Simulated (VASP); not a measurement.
# Ta2C (P-3m1) in VASP: a series of runs

The runs below take Ta2C through single point, with r2SCAN.

Program: VASP 6.6.1. These are calculated values, not measurements. Logs are shortened: lines on timing, memory, paths and dates and some standing lists are left out, and cuts for length are marked.

## (1) The cell of the first run

The structure is trigonal, space group P-3m1 (No. 164). The conventional cell has a = 2.861 Å, b = 2.861 Å, c = 5.338 Å, α = 90.00°, β = 90.00°, γ = 120.00°. Within 2.9 Å of Ta (site symmetry 3m) lie 3 C at 2.14 Å and 6 Ta at 2.86 Å. Within 2.9 Å of C (site symmetry -3m) lie 6 Ta at 2.14 Å and 6 C at 2.86 Å.

## (2) Single point, r2SCAN (strain -0.080 along x and y, +0.080 along z)

The input, POSCAR:

```
Ta2C
1.0
    2.8613513012      0.0000000000      0.0000000000
   -1.4306756506      2.4780029160      0.0000000000
    0.0000000000      0.0000000000      5.3376828604
Ta C
2 1
Direct
    0.3333333333      0.6666666667      0.2535635792
    0.6666666667      0.3333333333      0.7464364208
    0.0000000000      0.0000000000      0.0000000000
```

The input, INCAR.step1:

```
PREC = Accurate ; ENCUT = 520
ISMEAR = 0 ; SIGMA = 0.15
LREAL = False ; LASPH = True
NELM = 80 ; NBANDS = 20
GGA = PE ; ALGO = Normal
EDIFF = 1E-4 ; LWAVE = True
LCHARG = False
```

The input, INCAR.step2:

```
PREC = Accurate ; ENCUT = 520
EDIFF = 1E-6 ; ISMEAR = 0
SIGMA = 0.15 ; LREAL = False
LASPH = True ; NELM = 80
ALGO = Normal ; ISIF = 2
LWAVE = False ; LCHARG = False
METAGGA = R2SCAN ; LMIXTAU = True
NBANDS = 20 ; ISTART = 1
```

The input, KPOINTS:

```
Automatic mesh
0
Gamma
  18 18 10
```

Potentials or basis: VASP PAW PBE potentials, release 64 (Ta_pv, C).

Launch:

```
cat potpaw_PBE.64/Ta_pv/POTCAR potpaw_PBE.64/C/POTCAR > POTCAR
cp INCAR.step1 INCAR
mpirun -np 1 vasp_std > vasp.out
cp INCAR.step2 INCAR
mpirun -np 1 vasp_std > vasp.out
```

OUTCAR:

```text
PREC = Accurate
   ENCUT = 520
   EDIFF = 1E-6
   ISMEAR = 0
   LREAL = False
   LASPH = True
   NELM = 80
   ISIF = 2
   METAGGA = R2SCAN
   ISTART = 1

 ion  position               nearest neighbor table
   1  0.333  0.667  0.254-   3 2.14   3 2.14   3 2.14   2 3.11   2 3.11   2 3.11   2 3.17   2 3.17
                             2 3.17
   2  0.667  0.333  0.746-   3 2.14   3 2.14   3 2.14   1 3.11   1 3.11   1 3.11   1 3.17   1 3.17
                             1 3.17
   3  0.000  0.000  0.000-   1 2.14   2 2.14   2 2.14   1 2.14   2 2.14   1 2.14

  LATTYP: Found a hexagonal cell.
 ALAT       =     2.8613513012
 C/A-ratio  =     1.8654412893

  Lattice vectors:

 A1 = (   2.8613513012,   0.0000000000,   0.0000000000)
 A2 = (  -1.4306756506,   2.4780029160,   0.0000000000)
 A3 = (   0.0000000000,   0.0000000000,   5.3376828604)

Analysis of symmetry for initial positions (statically):
=====================================================================
 Subroutine PRICEL returns:
 Original cell was already a primitive cell.

 Routine SETGRP: Setting up the symmetry group for a
 hexagonal supercell.

 Subroutine GETGRP returns: Found 12 space group operations
 (whereof 12 operations were pure point group operations)
 out of a pool of 24 trial point group operations.

The static configuration has the point symmetry D_3d.

Analysis of symmetry for dynamics (positions and initial velocities):
=====================================================================
 Subroutine PRICEL returns:
 Original cell was already a primitive cell.

 Routine SETGRP: Setting up the symmetry group for a
 hexagonal supercell.

 Subroutine GETGRP returns: Found 12 space group operations
 (whereof 12 operations were pure point group operations)
 out of a pool of 24 trial point group operations.

The dynamic configuration has the point symmetry D_3d.

 Subroutine INISYM returns: Found 12 space group operations
 (whereof 12 operations are pure point group operations),
 and found     1 'primitive' translations

----------------------------------------------------------------------------------------

                                     Primitive cell

  volume of cell :      37.8465

  direct lattice vectors                    reciprocal lattice vectors
     2.861351301  0.000000000  0.000000000     0.349485224  0.201775388  0.000000000
    -1.430675651  2.478002916  0.000000000     0.000000000  0.403550776  0.000000000
     0.000000000  0.000000000  5.337682860     0.000000000  0.000000000  0.187347212

  length of vectors
     2.861351301  2.861351301  5.337682860     0.403550776  0.403550776  0.187347212

  position of ions in fractional coordinates (direct lattice)
     0.333333333  0.666666667  0.253563579
     0.666666667  0.333333333  0.746436421
     0.000000000  0.000000000  0.000000000

  ion indices of the primitive-cell ions
   primitive index   ion index
                 1           1
                 2           2
                 3           3

----------------------------------------------------------------------------------------

 KPOINTS: Automatic mesh

Automatic generation of k-mesh.
 Grid dimensions read from file:
 generate k-points for:   18   18   10

 Generating k-lattice:

  Cartesian coordinates                     Fractional coordinates (reciprocal lattice)
     0.019415846  0.011209744  0.000000000     0.055555556 -0.000000000  0.000000000
     0.000000000  0.022419488  0.000000000     0.000000000  0.055555556  0.000000000
     0.000000000  0.000000000  0.018734721     0.000000000  0.000000000  0.100000000

  Length of vectors
     0.022419488  0.022419488  0.018734721

  Shift w.r.t. Gamma in fractional coordinates (k-lattice)
     0.000000000  0.000000000  0.000000000

 Subroutine IBZKPT returns following result:
 ===========================================

 Found    330 irreducible k-points:

 Following reciprocal coordinates:
            Coordinates               Weight
  0.000000  0.000000  0.000000      1.000000
  0.055556  0.000000  0.000000      6.000000
  0.111111  0.000000  0.000000      6.000000
  0.166667  0.000000  0.000000      6.000000
  0.222222  0.000000  0.000000      6.000000
  0.277778  0.000000  0.000000      6.000000
[... 16 lines left out ...]
  0.333333  0.111111  0.000000     12.000000
  0.388889  0.111111  0.000000     12.000000
 [... further k-points ...]
   k-points           NKPTS =    330   k-points in BZ     NKDIM =    330   number of bands    NBANDS=     20
   number of dos      NEDOS =    301   number of ions     NIONS =      3
   total plane-waves  NPLWV =  23040
   dimension x,y,z NGX =    24 NGY =   24 NGZ =   40
   dimension x,y,z NGXF=    48 NGYF=   48 NGZF=   80
   ions per type =               2   1
   NGX,Y,Z   is equivalent  to a cutoff of  13.94, 13.94, 12.46 a.u.
   NGXF,Y,Z  is equivalent  to a cutoff of  27.89, 27.89, 24.92 a.u.
 SYSTEM =  unknown system
   PREC   = accura    normal or accurate (medium, high low for compatibility)
   ISTART =      1    job   : 0-new  1-cont  2-samecut
   ICHARG =      0    charge: 1-file 2-atom 10-const
   ISPIN  =      1    spin polarized calculation?
   LNONCOLLINEAR =      F non collinear calculations
   LSORBIT =      F    spin-orbit coupling
   LASPH  =      T    aspherical Exc in radial PAW
   ENCUT  =  520.0 eV  38.22 Ry    6.18 a.u.   5.32  5.32  9.92*2*pi/ulx,y,z
   NELM   =     80;   NELMIN=  2; NELMDL=  0     # of ELM steps
   EDIFF  = 0.1E-05   stopping-criterion for ELM
   LREAL  =      F    real-space projection
   EDIFFG = 0.1E-04   stopping-criterion for IOM
   NSW    =      0    number of steps for IOM
   IBRION =     -1    ionic relax: 0-MD 1-quasi-New 2-CG
   NFREE  =      0    steps in history (QN), initial steepest desc. (CG)
   ISIF   =      2    stress and relaxation
   ISYM   =      2    0-nonsym 1-usesym 2-fastsym
   POTIM  = 0.5000    time-step for ionic-motion
   TEBEG  =    0.0;   TEEND  =   0.0 temperature during run
   PSTRESS=    0.0 pullay stress
   NELECT =      26.0000    total number of electrons
   NUPDOWN=      -1.0000    fix difference up-down
   EMIN   =  10.00;   EMAX   =-10.00  energy-range for DOS
   EFERMI =   0.00;   METHOD = LEGACY
   ISMEAR =     0;   SIGMA  =   0.15  broadening in eV -4-tet -1-fermi 0-gaus
   EFERMI_NEDOS =   21; number of points for ismear=-14 and -15
   IALGO  =     38    algorithm
   IMIX   =      4    mixing-type and parameters
     AMIX     =   0.40;   BMIX     =  1.00
     AMIX_MAG =   1.60;   BMIX_MAG =  1.00
  volume/ion in A,a.u.               =      12.62        85.13
  Fermi-wavevector in a.u.,A,eV,Ry     =   1.444522  2.729750 28.390495  2.086643
  Thomas-Fermi vector in A             =   2.562807
   LORBIT       =      0    0 simple, 1 ext, 2 COOP (PROOUT), +10 PAW based schemes
   METAGGA = R2SCAN    functional components
   LHFCALC =     F    Hartree Fock is set to
   AEXX    =    0.0000 exact exchange contribution
   IVDW    =     0    specifies the selected vdW correction
   LEPSILON=     F    determine dielectric tensor
   LRPA    =     F    only Hartree local field effects (RPA)
 non-spin polarized calculation
 Gauss-broadening in eV      SIGMA  =   0.15
  energy-cutoff  :      520.00
  volume of cell :       37.85
 maximum number of plane-waves:      1052
 NGX is ok and might be reduce to    24
   NGX = 11   NGY = 11   NGZ = 19

 number of electron      25.9999999 magnetization

 Free energy of the ion-electron system (eV)
  ---------------------------------------------------
  ext. energy  EPLUGINS =         0.00000000
  ---------------------------------------------------
  free energy    TOTEN  =      -107.90845065 eV

  energy without entropy =     -107.90233214  energy(sigma->0) =     -107.90539140

 E-fermi :   7.2503     XC(G=0): -14.3857

 val. band max:        7.2340713490   @ k =  -0.1111   0.5000   0.4000
 cond. band min:       7.2523081112   @ k =  -0.1111   0.3333   0.3000
 fundamental gap:      0.0182367622
 Fermi energy:         7.2502980215

 k-point     1 :       0.0000    0.0000    0.0000
  band No.  band energies     occupation
      1     -28.7246      2.00000
      2     -27.8699      2.00000
      3     -27.6026      2.00000
      4     -27.6026      2.00000
      5     -27.5453      2.00000
      6     -27.5453      2.00000
[... 12 lines left out ...]
     19      10.1390      0.00000
     20      16.1072      0.00000

 k-point     2 :       0.0556    0.0000    0.0000
  band No.  band energies     occupation
      1     -28.7123      2.00000
      2     -27.8693      2.00000
      3     -27.6448      2.00000
      4     -27.6141      2.00000
      5     -27.5873      2.00000
      6     -27.5521      2.00000
[... 12 lines left out ...]
     19      10.8185      0.00000
     20      15.8876      0.00000

 k-point     3 :       0.1111    0.0000    0.0000
  band No.  band energies     occupation
      1     -28.6763      2.00000
      2     -27.8700      2.00000
      3     -27.7642      2.00000
      4     -27.7056      2.00000
      5     -27.6462      2.00000
      6     -27.5724      2.00000
[... 12 lines left out ...]
     19      11.7560      0.00000
     20      15.5778      0.00000

 k-point     4 :       0.1667    0.0000    0.0000
  band No.  band energies     occupation
      1     -28.6197      2.00000
      2     -27.9571      2.00000
      3     -27.8928      2.00000
      4     -27.8483      2.00000
      5     -27.6936      2.00000
      6     -27.6049      2.00000
[... 12 lines left out ...]
     19      12.6874      0.00000
     20      15.2409      0.00000

 k-point     5 :       0.2222    0.0000    0.0000
  band No.  band energies     occupation
      1     -28.5482      2.00000
      2     -28.1732      2.00000
      3     -28.0955      2.00000
      4     -27.8584      2.00000
      5     -27.7497      2.00000
      6     -27.6459      2.00000
[... 12 lines left out ...]
     19      13.4827      0.00000
     20      14.9166      0.00000

 k-point     6 :       0.2778    0.0000    0.0000
  band No.  band energies     occupation
      1     -28.4842      2.00000
      2     -28.3848      2.00000
      3     -28.3076      2.00000
      4     -27.8647      2.00000
      5     -27.8079      2.00000
      6     -27.6902      2.00000
[... 12 lines left out ...]
     19      14.0556      0.00000
     20      14.6571      0.00000

 k-point     7 :       0.3333    0.0000    0.0000
  band No.  band energies     occupation
      1     -28.6239      2.00000
      2     -28.5129      2.00000
      3     -28.3584      2.00000
      4     -27.8775      2.00000
      5     -27.8613      2.00000
      6     -27.7321      2.00000
[... 12 lines left out ...]
     19      14.3187      0.00000
     20      14.5991      0.00000
[... 277 lines left out ...]
 k-point    20 :       0.1667    0.1111    0.0000
  band No.  band energies     occupation
      1     -28.5198      2.00000
      2     -28.2057      2.00000
      3     -28.1742      2.00000
      4     -27.8607      2.00000
      5     -27.7810      2.00000
      6     -27.7078      2.00000
[... 12 lines left out ...]
     19      13.2735      0.00000
     20      15.0807      0.00000

 k-point    21 :       0.2222    0.1111    0.0000
  band No.  band energies     occupation
      1     -28.4704      2.00000
      2     -28.3859      2.00000
      3     -28.3416      2.00000
      4     -27.8685      2.00000
      5     -27.8578      2.00000
      6     -27.7649      2.00000
[... 12 lines left out ...]
     19      13.8116      0.00000
     20      14.9909      0.00000

 k-point    22 :       0.2778    0.1111    0.0000
  band No.  band energies     occupation
      1     -28.6105      2.00000
      2     -28.5156      2.00000
      3     -28.3348      2.00000
      4     -27.9305      2.00000
      5     -27.8829      2.00000
      6     -27.8179      2.00000
[... 12 lines left out ...]
     19      14.2361      0.00000
     20      15.1309      0.00000

 k-point    23 :       0.3333    0.1111    0.0000
  band No.  band energies     occupation
      1     -28.7557      2.00000
      2     -28.6432      2.00000
      3     -28.2605      2.00000
      4     -27.9888      2.00000
      5     -27.9044      2.00000
      6     -27.8612      2.00000
[... 12 lines left out ...]
     19      14.4154      0.00000
     20      15.1468      0.00000

 k-point    24 :       0.3889    0.1111    0.0000
  band No.  band energies     occupation
      1     -28.8501      2.00000
      2     -28.7262      2.00000
      3     -28.2003      2.00000
      4     -28.0264      2.00000
      5     -27.9272      2.00000
      6     -27.8901      2.00000
[... 12 lines left out ...]
     19      14.3706      0.00000
     20      14.7403      0.00000

 [... further k-points ...]
[... 5 lines left out ...]
  --------------------------------------------------------------------------------------
  -------------------------------------------------------------------------------------
  Total       13.9468400     13.9468400     -3.4577799      0.0000000      0.0000000      0.0000000
  in kB      590.4194263    590.4194263   -146.3801408      0.0000000      0.0000000      0.0000000
  external PRESSURE =     344.8195706 kB  Pullay stress =       0.0000000 kB

 VOLUME and BASIS-vectors are now :
 -----------------------------------------------------------------------------
  energy-cutoff  :      520.00
  volume of cell :       37.85
      direct lattice vectors                 reciprocal lattice vectors
     2.861351301  0.000000000  0.000000000     0.349485224  0.201775388  0.000000000
    -1.430675651  2.478002916  0.000000000     0.000000000  0.403550776  0.000000000
     0.000000000  0.000000000  5.337682860     0.000000000  0.000000000  0.187347212

 POSITION                                       TOTAL-FORCE (eV/Angst)
 -----------------------------------------------------------------------------------
     -0.00000      1.65200      1.35344        -0.000000     -0.000000      0.310914
      1.43068      0.82600      3.98424        -0.000000      0.000000     -0.310914
      0.00000      0.00000      0.00000         0.000000      0.000000     -0.000000
 -----------------------------------------------------------------------------------
    total drift:                                0.000000     -0.000000      0.000000

  FREE ENERGIE OF THE ION-ELECTRON SYSTEM (eV)
  ---------------------------------------------------
  free  energy   TOTEN  =      -107.9084506531 eV

  energy  without entropy=     -107.9023321422  energy(sigma->0) =     -107.90539140
```

Wall time 16 min (1 thread of Intel Xeon 8259CL, shared host); peak memory 0.35 GiB.

What came out:

```
Free energy            : -107.9085 eV
Pressure               : 34.5 GPa
Largest force          : 0.311 eV/Å
Band gap on the k mesh : zero (bands 13 and 14 overlap by 0.77 eV)
```

Forces in eV/Å, atoms in the order of the input:
```
Ta   0.000  0.000  0.311
Ta   0.000  0.000 -0.311
C    0.000  0.000  0.000
```

Stress tensor (GPa, compression positive):
```
 59.04   0.00   0.00
  0.00  59.04   0.00
  0.00   0.00 -14.64
```

Caveat: the cell differs from its parent crystal (strain -0.080 along x and y, +0.080 along z); the stress differs along the axes, from -15 to 59 GPa; the PAW data sets were made with another functional, which shifts forces and pressure a little; spin-orbit coupling is left out, which moves the levels of the heavy elements.

## (3) Single point, r2SCAN (strain +0.000 along x and y, -0.080 along z)

The input, POSCAR:

```
Ta2C
1.0
    3.1101644578      0.0000000000      0.0000000000
   -1.5550822289      2.6934814304      0.0000000000
    0.0000000000      0.0000000000      4.5469150292
Ta C
2 1
Direct
    0.3333333333      0.6666666667      0.2535635792
    0.6666666667      0.3333333333      0.7464364208
    0.0000000000      0.0000000000      0.0000000000
```

The input, INCAR.step1:

```
SYSTEM = Ta2C
ALGO = Normal ; EDIFF = 1E-4
ENCUT = 520 ; GGA = PE
ISMEAR = 0 ; LASPH = .TRUE.
LCHARG = .FALSE. ; LREAL = .FALSE.
LWAVE = .TRUE. ; NBANDS = 20
NELM = 80 ; PREC = Accurate
SIGMA = 0.15
```

The input, INCAR.step2:

```
SYSTEM = Ta2C
ALGO = Normal ; EDIFF = 1E-6
ENCUT = 520 ; ISIF = 2
ISMEAR = 0 ; ISTART = 1
LASPH = .TRUE. ; LCHARG = .FALSE.
LMIXTAU = .TRUE. ; LREAL = .FALSE.
LWAVE = .FALSE. ; METAGGA = R2SCAN
NBANDS = 20 ; NELM = 80
PREC = Accurate ; SIGMA = 0.15
```

The input, KPOINTS:

```
k-points
0
G
  18 18 10
  0 0 0
```

Potentials or basis: VASP PAW PBE potentials, release 64 (Ta_pv, C).

Launch:

```
cat potpaw_PBE.64/Ta_pv/POTCAR potpaw_PBE.64/C/POTCAR > POTCAR
cp INCAR.step1 INCAR
mpirun -np 1 vasp_std > vasp.out
cp INCAR.step2 INCAR
mpirun -np 1 vasp_std > vasp.out
```

Run time: 12 min. Hardware: 1 thread of Intel Xeon 8259CL, shared host; peak memory 0.35 GiB.

It converged, with:

```yaml
Free_energy: -108.6159 eV
Pressure: 31.2 GPa
Largest_force: 0.766 eV/Å
Band_gap_on_the_k_mesh: zero (bands 13 and 14 overlap by 1.23 eV)
```

Forces on the atoms (eV/Å):
```
Ta   0.000  0.000  0.766
Ta   0.000  0.000 -0.766
C    0.000  0.000  0.000
```

Stress tensor (GPa, compression positive):
```
18.98  0.00  0.00
 0.00 18.98  0.00
 0.00  0.00 55.79
```

Levels at points of the mesh, in eV from the Fermi level:
```csv
k point,band 11,band 12,band 13,band 14,band 15,band 16
"(0.00, 0.00, 0.00)",-2.60,0.71,0.71,0.89,0.89,1.03
"(0.50, 0.00, 0.00)",-4.07,-2.16,-0.12,3.37,5.15,5.31
"(0.00, 0.00, 0.50)",-1.28,-1.08,-0.52,-0.52,3.66,3.66
"(0.50, 0.00, 0.50)",-2.31,-1.31,-0.94,1.49,2.39,4.48
```

Caveat: the cell differs from its parent crystal (strain +0.000 along x and y, -0.080 along z); the stress differs along the axes, from 19 to 56 GPa; the PAW data sets were made with another functional, which shifts forces and pressure a little; spin-orbit coupling is left out, which moves the levels of the heavy elements.

[end of part 1 of 2]

The gap in the log of VASP goes by the Fermi energy; the results here count the filled bands.